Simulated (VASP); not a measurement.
Runs of VASP 6.6.1 on TaN. The structure is that of space group P-6m2 (No. 187), or close to it. The cells are those of the table. 

```tsv
cell	gap on the mesh (eV)	pressure (GPa)
a = 2.967, b = 2.967, c = 2.912 Å, angles 90.0, 90.0, 120.0°, 2 atoms	none	(b)
a = 2.878, b = 2.878, c = 2.824 Å, angles 90.0, 90.0, 120.0°, 2 atoms	none	20.4
a = 2.996, b = 2.996, c = 2.940 Å, angles 90.0, 90.0, 120.0°, 2 atoms	none	(a)
a = 2.908, b = 2.908, c = 2.854 Å, angles 90.0, 90.0, 120.0°, 2 atoms	none	7.1
a = 2.938, b = 2.938, c = 2.883 Å, angles 90.0, 90.0, 120.0°, 2 atoms	none	-4.2
```

Alike in all rows: task single point; level PBEsol; potentials or basis VASP PAW PBE potentials, release 64 (Ta_pv, N); no spin polarisation; k mesh 16 × 16 × 14; cutoff (eV) 600; smearing gaussian 0.02 eV.

Problem. Estimate the missing entries.

Solution. (a) -22.0; (b) -13.8.

Caveats: the PAW data sets were made with another functional, which shifts forces and pressure a little; spin-orbit coupling is left out, which moves the levels of the heavy elements.

A k mesh can miss the band edges, and the runs leave out spin-orbit coupling on Ta.

A gap of «none» marks levels without a gap at the run's occupations.
